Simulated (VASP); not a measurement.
# Ta3N (C2/m) in VASP: a series of runs

Runs on Ta3N. Level: PBE. Tasks: single point.

Program: VASP 6.6.1. These are calculated values, not measurements. Logs are shortened: lines on timing, memory, paths and dates and some standing lists are left out, and cuts for length are marked.

## 1. The cell of the first run

It takes space group C2/m (No. 12, monoclinic). Conventional cell: a = 5.051 Å, b = 3.128 Å, c = 7.558 Å, α = 90.00°, β = 90.00°, γ = 90.00°. Within 3.9 Å of Ta (site symmetry 2/m) lie 12 Ta at 2.97 to 3.13 Å and 2 N at 3.78 Å. Ta (site symmetry m) has 3 N at 2.13 to 2.21 Å within 2.8 Å. N (site symmetry 2/m) has 6 Ta at 2.13 to 2.21 Å within 2.8 Å.

## 2. Single point, PBE (strain +0.0350 x Voigt [1, -1, 0, 0, 0, 0])

File INCAR:

```
PREC = Accurate
ENCUT = 520
EDIFF = 1E-7
ISMEAR = 0
SIGMA = 0.15
LREAL = False
LASPH = True
NELM = 60
ALGO = Normal
ISIF = 2
LWAVE = False
LCHARG = True
GGA = PE
LELF = True
LVHAR = True
NBANDS = 27
```

File KPOINTS:

```
Automatic mesh
0
Gamma
  18 18 6
```

File POSCAR:

```
Ta3N
1.0
    3.1275369444      0.0000000000      0.0000000000
   -1.5637684722      2.5253410817      0.0000000000
    0.0000000000      0.0000000000      7.5575881873
Ta N
3 1
Direct
    0.0000000000      0.0000000000      0.5000000000
    0.3333333333      0.6666666667      0.1735950547
    0.6666666667      0.3333333333      0.8264049453
    0.0000000000      0.0000000000      0.0000000000
```

Potentials or basis: VASP PAW PBE potentials, release 64 (Ta_pv, N).

On the command line:

```bash
> cat potpaw_PBE.64/Ta_pv/POTCAR potpaw_PBE.64/N/POTCAR > POTCAR
> mpirun -np 1 vasp_std > vasp.out
```

OUTCAR:

```text
PREC = Accurate
   ENCUT = 520
   EDIFF = 1E-7
   ISMEAR = 0
   LREAL = False
   LASPH = True
   NELM = 60
   ISIF = 2
   GGA = PE

 ion  position               nearest neighbor table
   1  0.000  0.000  0.500-   2 2.99   3 2.99   3 3.04   2 3.04   3 3.04   2 3.04
   2  0.333  0.667  0.174-   4 2.13   4 2.21   4 2.21   1 2.99   1 3.04   1 3.04   3 3.12   3 3.17
                             3 3.17
   3  0.667  0.333  0.826-   4 2.13   4 2.21   4 2.21   1 2.99   1 3.04   1 3.04   2 3.12   2 3.17
                             2 3.17
   4  0.000  0.000  0.000-   2 2.13   3 2.13   3 2.21   2 2.21   3 2.21   2 2.21

  Warning from LATTYP: Monoclinic adjustment (A1->A3, A2->A1, A3->A2)!
  LATTYP: Found a base centered orthorhombic cell.
 ALAT       =     3.1275369444
 B/A-ratio  =     1.6149072747
 C/A-ratio  =     2.4164664788

  Lattice vectors:

 A1 = (   1.5637684722,  -2.5253410817,   0.0000000000)
 A2 = (   1.5637684722,   2.5253410817,   0.0000000000)
 A3 = (   0.0000000000,   0.0000000000,   7.5575881873)

Analysis of symmetry for initial positions (statically):
=====================================================================
 Subroutine PRICEL returns:
 Original cell was already a primitive cell.

 Routine SETGRP: Setting up the symmetry group for a
 base centered orthorhombic supercell.

 Subroutine GETGRP returns: Found  4 space group operations
 (whereof  4 operations were pure point group operations)
 out of a pool of  8 trial point group operations.

The static configuration has the point symmetry C_2h.

Analysis of symmetry for dynamics (positions and initial velocities):
=====================================================================
 Subroutine PRICEL returns:
 Original cell was already a primitive cell.

 Routine SETGRP: Setting up the symmetry group for a
 base centered orthorhombic supercell.

 Subroutine GETGRP returns: Found  4 space group operations
 (whereof  4 operations were pure point group operations)
 out of a pool of  8 trial point group operations.

The dynamic configuration has the point symmetry C_2h.

 Subroutine INISYM returns: Found  4 space group operations
 (whereof  4 operations are pure point group operations),
 and found     1 'primitive' translations

----------------------------------------------------------------------------------------

                                     Primitive cell

  volume of cell :      59.6906

  direct lattice vectors                    reciprocal lattice vectors
     3.127536944  0.000000000  0.000000000     0.319740428  0.197993057  0.000000000
    -1.563768472  2.525341082  0.000000000     0.000000000  0.395986113  0.000000000
     0.000000000  0.000000000  7.557588187     0.000000000  0.000000000  0.132317345

  length of vectors
     3.127536944  2.970306283  7.557588187     0.376078704  0.395986113  0.132317345

  position of ions in fractional coordinates (direct lattice)
     0.000000000  0.000000000  0.500000000
     0.333333333  0.666666667  0.173595055
     0.666666667  0.333333333  0.826404945
     0.000000000  0.000000000  0.000000000

  ion indices of the primitive-cell ions
   primitive index   ion index
                 1           1
                 2           2
                 3           3
                 4           4

----------------------------------------------------------------------------------------

 KPOINTS: Automatic mesh

Automatic generation of k-mesh.
 Grid dimensions read from file:
 generate k-points for:   18   18    6

 Generating k-lattice:

  Cartesian coordinates                     Fractional coordinates (reciprocal lattice)
     0.017763357  0.010999614  0.000000000     0.055555556 -0.000000000  0.000000000
     0.000000000  0.021999229  0.000000000     0.000000000  0.055555556  0.000000000
     0.000000000  0.000000000  0.022052891     0.000000000  0.000000000  0.166666667

  Length of vectors
     0.020893261  0.021999229  0.022052891

  Shift w.r.t. Gamma in fractional coordinates (k-lattice)
     0.000000000  0.000000000  0.000000000

 Subroutine IBZKPT returns following result:
 ===========================================

 Found    524 irreducible k-points:

 Following reciprocal coordinates:
            Coordinates               Weight
  0.000000  0.000000  0.000000      1.000000
  0.055556  0.000000  0.000000      4.000000
  0.111111  0.000000  0.000000      4.000000
  0.166667  0.000000  0.000000      4.000000
  0.222222  0.000000  0.000000      4.000000
  0.277778  0.000000  0.000000      4.000000
[... 16 lines left out ...]
 -0.333333  0.055556  0.000000      4.000000
 -0.277778  0.055556  0.000000      4.000000
 [... further k-points ...]
   k-points           NKPTS =    524   k-points in BZ     NKDIM =    524   number of bands    NBANDS=     27
   number of dos      NEDOS =    301   number of ions     NIONS =      4
   total plane-waves  NPLWV =  32256
   dimension x,y,z NGX =    24 NGY =   24 NGZ =   56
   dimension x,y,z NGXF=    48 NGYF=   48 NGZF=  112
   ions per type =               3   1
   NGX,Y,Z   is equivalent  to a cutoff of  12.76, 13.43, 12.32 a.u.
   NGXF,Y,Z  is equivalent  to a cutoff of  25.51, 26.87, 24.64 a.u.
 SYSTEM =  unknown system
   PREC   = accura    normal or accurate (medium, high low for compatibility)
   ISTART =      0    job   : 0-new  1-cont  2-samecut
   ICHARG =      2    charge: 1-file 2-atom 10-const
   ISPIN  =      1    spin polarized calculation?
   LNONCOLLINEAR =      F non collinear calculations
   LSORBIT =      F    spin-orbit coupling
   LASPH  =      T    aspherical Exc in radial PAW
   ENCUT  =  520.0 eV  38.22 Ry    6.18 a.u.   5.82  5.52 14.05*2*pi/ulx,y,z
   NELM   =     60;   NELMIN=  2; NELMDL= -5     # of ELM steps
   EDIFF  = 0.1E-06   stopping-criterion for ELM
   LREAL  =      F    real-space projection
   EDIFFG = 0.1E-05   stopping-criterion for IOM
   NSW    =      0    number of steps for IOM
   IBRION =     -1    ionic relax: 0-MD 1-quasi-New 2-CG
   NFREE  =      0    steps in history (QN), initial steepest desc. (CG)
   ISIF   =      2    stress and relaxation
   ISYM   =      2    0-nonsym 1-usesym 2-fastsym
   POTIM  = 0.5000    time-step for ionic-motion
   TEBEG  =    0.0;   TEEND  =   0.0 temperature during run
   PSTRESS=    0.0 pullay stress
   NELECT =      38.0000    total number of electrons
   NUPDOWN=      -1.0000    fix difference up-down
   EMIN   =  10.00;   EMAX   =-10.00  energy-range for DOS
   EFERMI =   0.00;   METHOD = LEGACY
   ISMEAR =     0;   SIGMA  =   0.15  broadening in eV -4-tet -1-fermi 0-gaus
   EFERMI_NEDOS =   21; number of points for ismear=-14 and -15
   IALGO  =     38    algorithm
   IMIX   =      4    mixing-type and parameters
     AMIX     =   0.40;   BMIX     =  1.00
     AMIX_MAG =   1.60;   BMIX_MAG =  1.00
  volume/ion in A,a.u.               =      14.92       100.70
  Fermi-wavevector in a.u.,A,eV,Ry     =   1.408318  2.661335 26.985253  1.983360
  Thomas-Fermi vector in A             =   2.530488
   LORBIT       =      0    0 simple, 1 ext, 2 COOP (PROOUT), +10 PAW based schemes
   GGA     = PE    functional components
   LHFCALC =     F    Hartree Fock is set to
   AEXX    =    0.0000 exact exchange contribution
   IVDW    =     0    specifies the selected vdW correction
   LEPSILON=     F    determine dielectric tensor
   LRPA    =     F    only Hartree local field effects (RPA)
 non-spin polarized calculation
 Gauss-broadening in eV      SIGMA  =   0.15
  energy-cutoff  :      520.00
  volume of cell :       59.69
 maximum number of plane-waves:      1646
   NGX = 11   NGY = 11   NGZ = 29

 number of electron      38.0000004 magnetization

 Free energy of the ion-electron system (eV)
  ---------------------------------------------------
  ext. energy  EPLUGINS =         0.00000000
  ---------------------------------------------------
  free energy    TOTEN  =       -45.56407347 eV

  energy without entropy =      -45.52844201  energy(sigma->0) =      -45.54625774

 E-fermi :   6.6392     XC(G=0): -12.7028

 val. band max:        6.6383251179   @ k =   0.4444   0.0556   0.5000
 cond. band min:       6.6409721556   @ k =  -0.0556  -0.2778   0.1667
 fundamental gap:      0.0026470377
 Fermi energy:         6.6392285791

 k-point     1 :       0.0000    0.0000    0.0000
  band No.  band energies     occupation
      1     -28.5192      2.00000
      2     -28.2170      2.00000
      3     -27.9377      2.00000
      4     -27.9081      2.00000
      5     -27.8376      2.00000
      6     -27.8100      2.00000
[... 19 lines left out ...]
     26       9.2325      0.00000
     27      10.1418      0.00000

 k-point     2 :       0.0556    0.0000    0.0000
  band No.  band energies     occupation
      1     -28.5145      2.00000
      2     -28.2146      2.00000
      3     -27.9536      2.00000
      4     -27.9240      2.00000
      5     -27.8492      2.00000
      6     -27.8199      2.00000
[... 19 lines left out ...]
     26       9.3128      0.00000
     27      10.3110      0.00000

 k-point     3 :       0.1111    0.0000    0.0000
  band No.  band energies     occupation
      1     -28.5014      2.00000
      2     -28.2099      2.00000
      3     -28.0048      2.00000
      4     -27.9734      2.00000
      5     -27.8781      2.00000
      6     -27.8392      2.00000
[... 19 lines left out ...]
     26       9.3870      0.00000
     27      10.6370      0.00000

 k-point     4 :       0.1667    0.0000    0.0000
  band No.  band energies     occupation
      1     -28.4838      2.00000
      2     -28.2180      2.00000
      3     -28.0780      2.00000
      4     -28.0546      2.00000
      5     -27.9107      2.00000
      6     -27.8591      2.00000
[... 19 lines left out ...]
     26       9.7741      0.00000
     27      10.9101      0.00000
[... 516 lines left out ...]
      4     -28.0893      2.00000
      5     -28.0259      2.00000
      6     -27.9491      2.00000
[... 19 lines left out ...]
     26      11.1475      0.00000
     27      11.3472      0.00000

 k-point    23 :      -0.3333    0.0556    0.0000
  band No.  band energies     occupation
      1     -28.4991      2.00000
      2     -28.4195      2.00000
      3     -28.2596      2.00000
      4     -28.0999      2.00000
      5     -28.0015      2.00000
      6     -27.9301      2.00000
[... 19 lines left out ...]
     26      10.7884      0.00000
     27      11.2411      0.00000

 k-point    24 :      -0.2778    0.0556    0.0000
  band No.  band energies     occupation
      1     -28.4684      2.00000
      2     -28.3186      2.00000
      3     -28.1977      2.00000
      4     -28.1069      2.00000
      5     -27.9690      2.00000
      6     -27.9070      2.00000
[... 19 lines left out ...]
     26      10.4196      0.00000
     27      11.2381      0.00000

 [... further k-points ...]

------------------------ aborting loop because EDIFF is reached ----------------------------------------

  FORCE on cell =-STRESS in cart. coord.  units (eV):
  Direction    XX          YY          ZZ          XY          YZ          ZX
  --------------------------------------------------------------------------------------
  -------------------------------------------------------------------------------------
  Total       -1.3990124      2.3043016      0.2345944      0.0000000     -0.2447341      0.0000000
  in kB      -37.5514260     61.8506376      6.2968386      0.0000000     -6.5690025      0.0000000
  external PRESSURE =      10.1986834 kB  Pullay stress =       0.0000000 kB

 VOLUME and BASIS-vectors are now :
 -----------------------------------------------------------------------------
  energy-cutoff  :      520.00
  volume of cell :       59.69
      direct lattice vectors                 reciprocal lattice vectors
     3.127536944  0.000000000  0.000000000     0.319740428  0.197993057  0.000000000
    -1.563768472  2.525341082  0.000000000     0.000000000  0.395986113  0.000000000
     0.000000000  0.000000000  7.557588187     0.000000000  0.000000000  0.132317345

 POSITION                                       TOTAL-FORCE (eV/Angst)
 -----------------------------------------------------------------------------------
      0.00000      0.00000      3.77879        -0.000000      0.000000      0.000000
     -0.00000      1.68356      1.31196        -0.000000      0.293149      0.170551
      1.56377      0.84178      6.24563         0.000000     -0.293149     -0.170551
      0.00000      0.00000      0.00000         0.000000      0.000000      0.000000
 -----------------------------------------------------------------------------------
    total drift:                                0.000000     -0.000000     -0.000000

  FREE ENERGIE OF THE ION-ELECTRON SYSTEM (eV)
  ---------------------------------------------------
  free  energy   TOTEN  =       -45.5640734735 eV

  energy  without entropy=      -45.5284420057  energy(sigma->0) =      -45.54625774
```

It took 8.3 min on 1 thread of AMD EPYC 9R45 (Zen 5), shared host; peak memory 0.7 GiB.

What came out:

| Property | Result |
| --- | --- |
| Free energy | -45.5641 eV |
| Pressure | 1.0 GPa |
| Largest force | 0.339 eV/Å |
| Band gap on the k mesh | zero (bands 19 and 20 overlap by 0.99 eV) |

Forces on the atoms (eV/Å):
```
Ta   0.000  0.000  0.000
Ta   0.000  0.293  0.171
Ta   0.000 -0.293 -0.171
N    0.000  0.000  0.000
```

Levels at points of the mesh, in eV from the Fermi level:
```
           k point  band 17  band 18  band 19  band 20  band 21  band 22
(0.00, 0.00, 0.00)    -1.03    -0.40    -0.18     0.21     0.89     0.96
(0.50, 0.00, 0.00)    -1.25    -0.60     0.06     0.75     1.07     3.38
(0.00, 0.50, 0.00)    -0.85    -0.26     0.29     0.31     1.29     3.52
(0.00, 0.00, 0.50)    -1.16    -0.86     0.03     0.44     0.94     1.13
(0.50, 0.00, 0.50)    -1.39    -1.28     0.12     0.75     1.58     2.64
(0.00, 0.50, 0.50)    -1.13    -1.06     0.35     0.92     1.24     2.08
```

Caveat: the cell differs from its parent crystal (strain +0.0350 x Voigt [1, -1, 0, 0, 0, 0]); the stress differs along the axes, from -4 to 6 GPa; spin-orbit coupling is left out, which moves the levels of the heavy elements.

## 3. Single point, PBE (strain -0.0400 x Voigt [1, -1, 0, 0, 0, 0])

File INCAR:

```
ALGO     = Normal         # electronic algorithm
EDIFF    = 1E-6           # SCF threshold, eV
ENCUT    = 520            # plane-wave cutoff, eV
GGA      = PE             # functional
ISIF     = 2              # what is computed and relaxed
ISMEAR   = 0              # smearing method
LASPH    = T              # aspherical terms in the spheres
LCHARG   = F              # write CHGCAR
LREAL    = F              # projectors in reciprocal space
LWAVE    = F              # write WAVECAR
NBANDS   = 27             # bands
NELM     = 60             # most SCF steps
PREC     = Accurate       # precision mode
SIGMA    = 0.15           # smearing width, eV
```

File KPOINTS:

```
k-points
0
Gamma
  18 18 6
```

Changes to POSCAR since step 2:

```diff
@@ -2,4 +2,4 @@
 1.0
-    3.1275369444      0.0000000000      0.0000000000
-   -1.5637684722      2.5253410817      0.0000000000
+    2.9009038325      0.0000000000      0.0000000000
+   -1.4504519163      2.7216111139      0.0000000000
     0.0000000000      0.0000000000      7.5575881873
```

Potentials or basis: VASP PAW PBE potentials, release 64 (Ta_pv, N).

On the command line:

```bash
> cat potpaw_PBE.64/Ta_pv/POTCAR potpaw_PBE.64/N/POTCAR > POTCAR
> mpirun -np 1 vasp_std > vasp.out
```

Run time: 8.2 min. Hardware: 1 thread of Intel Xeon Platinum 8488C (Sapphire Rapids), shared host; peak memory 0.72 GiB.

The run converged. Its results:

| Property | Result |
| --- | --- |
| Free energy | -45.5399 eV |
| Pressure | 1.3 GPa |
| Largest force | 0.397 eV/Å |
| Band gap on the k mesh | zero (bands 19 and 20 overlap by 0.87 eV) |

Forces in eV/Å, atoms in the order of the input:
```
Ta   0.000  0.000  0.000
Ta   0.000 -0.330  0.220
Ta   0.000  0.330 -0.220
N    0.000  0.000  0.000
```

Stress tensor (GPa, compression positive):
```
 7.52  0.00  0.00
 0.00 -4.50  0.78
 0.00  0.78  0.89
```

Levels at points of the mesh, in eV from the Fermi level:
```csv
k point,band 16,band 17,band 18,band 19,band 20,band 21,band 22,band 23
"(0.00, 0.00, 0.00)",-1.40,-1.11,-0.44,-0.22,0.32,0.74,1.07,1.58
"(0.50, 0.00, 0.00)",-3.05,-0.95,-0.35,0.25,0.54,1.13,3.37,3.86
"(0.00, 0.50, 0.00)",-3.11,-1.41,-0.75,-0.08,0.54,1.41,3.64,4.28
"(0.00, 0.00, 0.50)",-1.27,-1.16,-0.93,-0.05,0.55,0.75,1.29,1.37
"(0.50, 0.00, 0.50)",-2.85,-1.17,-1.15,0.30,1.11,1.15,2.25,3.88
"(0.00, 0.50, 0.50)",-2.89,-1.51,-1.36,0.01,0.52,1.89,2.91,4.41
```

Caveat: the cell differs from its parent crystal (strain -0.0400 x Voigt [1, -1, 0, 0, 0, 0]); the stress differs along the axes, from -4 to 8 GPa; spin-orbit coupling is left out, which moves the levels of the heavy elements.
